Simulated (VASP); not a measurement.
Crystal: Mg2GeN.

```
Mg Ge N
1.0
    -1.70594    2.41587    3.96586
     1.70594   -2.41587    3.96586
     1.70594    2.41587   -3.96586
Mg Ge N
2 1 1
Direct
  0.80466 0.80466 0.00000
  0.19534 0.19534 0.00000
  0.50000 0.50000 0.00000
  0.50000 0.00000 0.50000
```

The cell was built from a structure type or drawn by symmetry, and may not be a known phase.

| Quantity | Value |
| --- | --- |
| Program | VASP 6.6.1 |
| Task | relaxation of cell and atoms |
| Functional | PBE |
| Potentials or basis | VASP PAW PBE potentials, release 64 (Mg, Ge_d, N) |
| Cutoff | 600 eV |
| k mesh | 6 × 6 × 6 |
| Occupations | gaussian, width 0.1 eV |
| Spin | no spin polarisation |

At the start: pressure 21.9 GPa; volume 16.34 Å³/atom.

Q: How do energy, volume and symmetry change on relaxing?

A: Over 36 steps the energy falls by 1170.9 meV/atom and the volume is 16.10 Å³/atom (-1.5 %); space group Immm (No. 71, to 0.1 Å) before and after.

The path:
| step | energy change (eV) | largest force (eV/Å) | pressure (GPa) | volume (Å³) |
| --- | --- | --- | --- | --- |
| 1 | 0.0000 | 2.3103 | 21.90 | 65.38 |
| 2 | -1.5915 | 0.4529 | -6.46 | 88.22 |
| 3 | -1.6539 | 0.6061 | -3.21 | 82.95 |
| 4 | -1.6546 | 0.5900 | -3.55 | 83.39 |
| 5 | -2.0144 | 0.5461 | -3.54 | 79.86 |
| 6 | -3.0737 | 0.6077 | -2.30 | 70.85 |
| 7 | -2.4215 | 1.0782 | 33.76 | 50.38 |
| 8 | -3.6012 | 0.6558 | 0.67 | 65.54 |
| 9 | -3.7706 | 0.1764 | 12.26 | 57.24 |
| 10 | -3.8428 | 0.5260 | 5.98 | 60.81 |
| 11 | -4.0117 | 0.3891 | 5.70 | 60.54 |
| 12 | -4.0730 | 0.1221 | 6.45 | 60.06 |
| 13 | -4.1746 | 0.2657 | 3.93 | 61.68 |
| 14 | -4.3313 | 0.5875 | -2.32 | 66.63 |
| 15 | -4.3362 | 0.6234 | -3.39 | 67.71 |
| 16 | -4.4260 | 0.3637 | -3.02 | 67.47 |
| 17 | -4.5090 | 0.2415 | -2.00 | 66.92 |
| 18 | -4.5153 | 0.5567 | -1.46 | 66.66 |
| 19 | -4.5615 | 0.6117 | -0.28 | 65.42 |
| 20 | -4.5696 | 0.9060 | 5.36 | 61.63 |
| 21 | -4.5954 | 0.7533 | 2.30 | 63.50 |
| 22 | -4.6314 | 0.4784 | 1.47 | 63.69 |
| 23 | -4.6649 | 0.0859 | 0.04 | 64.06 |
| 24 | -4.6755 | 0.0669 | -0.12 | 64.13 |
| 25 | -4.6790 | 0.0629 | -0.29 | 64.18 |
| 26 | -4.6795 | 0.0654 | -0.37 | 64.20 |
| 27 | -4.6795 | 0.0674 | -0.41 | 64.21 |
| 28 | -4.6809 | 0.0071 | 0.14 | 63.92 |
| 29 | -4.6810 | 0.0258 | 0.25 | 63.84 |
| 30 | -4.6810 | 0.0674 | 0.53 | 63.69 |
| 31 | -4.6810 | 0.0375 | 0.27 | 63.80 |
| 32 | -4.6820 | 0.0476 | 0.30 | 63.86 |
| 33 | -4.6832 | 0.0925 | 0.25 | 64.06 |
| 34 | -4.6833 | 0.0740 | 0.25 | 63.99 |
| 35 | -4.6834 | 0.0798 | 0.28 | 64.01 |
| 36 | -4.6836 | 0.0135 | -0.31 | 64.39 |

Final structure:
```
Mg Ge N
1.0
    -2.49437    1.59300    4.05096
     2.49437   -1.59300    4.05096
     2.49437    1.59300   -4.05096
Mg Ge N
2 1 1
Direct
  0.83780 0.83780 0.00000
  0.16220 0.16220 0.00000
  0.50000 0.50000 0.00000
  0.50000 0.00000 0.50000
```
